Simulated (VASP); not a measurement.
InAs, 2 atoms in the cell. Symmetry: F-43m, No. 216, cubic system. Conventional cell: a = 6.188 Å, b = 6.188 Å, c = 6.188 Å, α = 90.00°, β = 90.00°, γ = 90.00°. In (site symmetry -43m) has 4 As at 2.68 Å within 3.5 Å. As (site symmetry -43m) has 4 In at 2.68 Å within 3.5 Å. 

| Item | Value |
| --- | --- |
| Program | VASP 6.6.1 |
| Task | vibrations by perturbation theory |
| Functional | PBE |
| Potentials or basis | VASP PAW PBE potentials, release 64 (In_d, As) |
| Cutoff | 520 eV |
| k mesh | 12 × 12 × 12 |
| Occupations | fermi-dirac, width 0.15 eV |
| Spin | no spin polarisation |
| Dipole correction | no |
| Further INCAR settings | ALGO = Normal; EDIFF = 1e-08; IBRION = 8; NSW = 1 |

Potentials or basis: VASP PAW PBE potentials, release 64 (In_d, As).

Command:

```console
$ cat potpaw_PBE.64/In_d/POTCAR potpaw_PBE.64/As/POTCAR > POTCAR
$ mpirun -np 1 vasp_std > vasp.out
```

Hardware: 1 thread of Intel(R) Xeon(R) 6975P-C (Granite Rapids), on a shared host.

Problem. How long does it take, and how much memory?

Solution. It took 6.5 min on 1 thread of Intel(R) Xeon(R) 6975P-C (Granite Rapids), with other jobs on the host, peak memory 0.63 GiB. Counts: scf iterations 46, k points 72.
